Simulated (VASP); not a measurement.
Set up this calculation in VASP 6.6.1, as the native input.

```
Task                   : single point
Functional             : PBEsol
Potentials or basis    : VASP PAW PBE potentials, release 64 (Al, N)
Cutoff                 : 520 eV
k mesh                 : 6 × 6 × 6
Occupations            : gaussian, width 0.05 eV
Spin                   : no spin polarisation
Dipole correction      : no
Further INCAR settings : ALGO = Normal; EDIFF = 1e-06; NBANDS = 26
```

The structure of AlN lies in POSCAR:

```
AlN
1.0
    4.3771405283      0.0000000000      0.0000000000
    0.0000000000     -4.3771405283      0.0000000000
    0.0000000000      0.0000000000     -4.3771405283
Al N
4 4
Direct
   -0.0814188659      0.0575718322     -0.0814188659
    0.5000000000      0.5000000000      0.0000000000
    0.5000000000      0.0000000000      0.5000000000
    0.0000000000      0.5000000000      0.5000000000
    0.7500000000      0.7500000000      0.7500000000
    0.2500000000      0.2500000000      0.7500000000
    0.2500000000      0.7500000000      0.2500000000
    0.7500000000      0.2500000000      0.2500000000
```

This cell differs from its parent crystal: atom 1 (Al) moved by -0.504 Å along [1 1 0] and -0.252 Å along [0 0 1].

The input as run:

INCAR

```
  PREC = Accurate
  ENCUT = 520
  EDIFF = 1E-6
  ISMEAR = 0
  SIGMA = 0.05
  LREAL = F
  LASPH = T
  NELM = 60
  ALGO = Normal
  ISIF = 2
  LWAVE = F
  LCHARG = F
  GGA = PS
  NBANDS = 26
```

KPOINTS

```
Automatic mesh
0
Gamma
  6 6 6
```

Potentials or basis: VASP PAW PBE potentials, release 64 (Al, N).

Launch:

```bash
$ cat potpaw_PBE.64/Al/POTCAR potpaw_PBE.64/N/POTCAR > POTCAR
$ mpirun -np 1 vasp_std > vasp.out
```

Results of the run:

```yaml
Pressure: 5.5 GPa
Largest_force: 6.584 eV/Å
Band_gap_on_the_k_mesh: zero (bands 16 and 17 overlap by 0.08 eV)
```

Caveat: the cell differs from its parent crystal (atom 1 (Al) moved by -0.504 Å along [1 1 0] and -0.252 Å along [0 0 1]); the cell stands under pressure; semilocal functionals underestimate gaps, so a narrow gap can read as zero; the PAW data sets were made with another functional, which shifts forces and pressure a little.

Wall time 59 s on 1 thread of Intel(R) Xeon(R) 6975P-C (Granite Rapids), on a shared host, peak memory 0.26 GiB.
